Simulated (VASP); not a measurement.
Wanted: the native input for a VASP 6.6.1 run.

| Quantity | Value |
| --- | --- |
| Task | single point |
| Functional | PBE |
| Potentials or basis | VASP PAW PBE potentials, release 64 (Si) |
| Cutoff | 520 eV |
| k mesh | 6 × 6 × 6 |
| Occupations | gaussian, width 0.1 eV |
| Spin | no spin polarisation |
| Dipole correction | no |
| Further INCAR settings | ALGO = Normal; EDIFF = 1e-06; NBANDS = 21 |

The structure of Si lies in POSCAR:

```
Si
1.0
   -2.9438631900      2.9438631900      2.0384500700
    2.9438631900     -2.9438631900      2.0384500700
    2.9438631900      2.9438631900     -2.0384500700
Si
6
Direct
    0.0000000000      0.0000000000      0.0000000000
    0.7500000000      0.2500000000      0.5000000000
    0.3750000000      0.6250000000      0.7500000000
    0.3750000000      0.1250000000      0.7500000000
    0.3750000000      0.6250000000      0.2500000000
    0.8750000000      0.6250000000      0.2500000000
```

The cell was generated, and may not be a known phase.

The input as run:

INCAR

```
PREC     = Accurate       # precision mode
ENCUT    = 520            # plane-wave cutoff, eV
EDIFF    = 1E-6           # SCF threshold, eV
ISMEAR   = 0              # smearing method
SIGMA    = 0.1            # smearing width, eV
LREAL    = F              # projectors in reciprocal space
LASPH    = T              # aspherical terms in the spheres
NELM     = 80             # most SCF steps
ALGO     = Normal         # electronic algorithm
ISIF     = 2              # what is computed and relaxed
LWAVE    = F              # write WAVECAR
LCHARG   = F              # write CHGCAR
GGA      = PE             # functional
NBANDS   = 21             # bands
```

KPOINTS

```
regular mesh
0
Gamma
  6 6 6
```

Potentials or basis: VASP PAW PBE potentials, release 64 (Si).

Command:

```bash
$ cat potpaw_PBE.64/Si/POTCAR > POTCAR
$ mpirun -np 1 vasp_std > vasp.out
```

It gave:

```
Pressure               : 75.9 GPa
Band gap on the k mesh : zero (bands 12 and 13 overlap by 3.05 eV)
```

Caveat: the stress differs along the axes, from 74 to 79 GPa.

Run time: 26 s on 1 thread of Intel(R) Xeon(R) 6975P-C (Granite Rapids), on a shared host, peak memory 0.2 GiB.
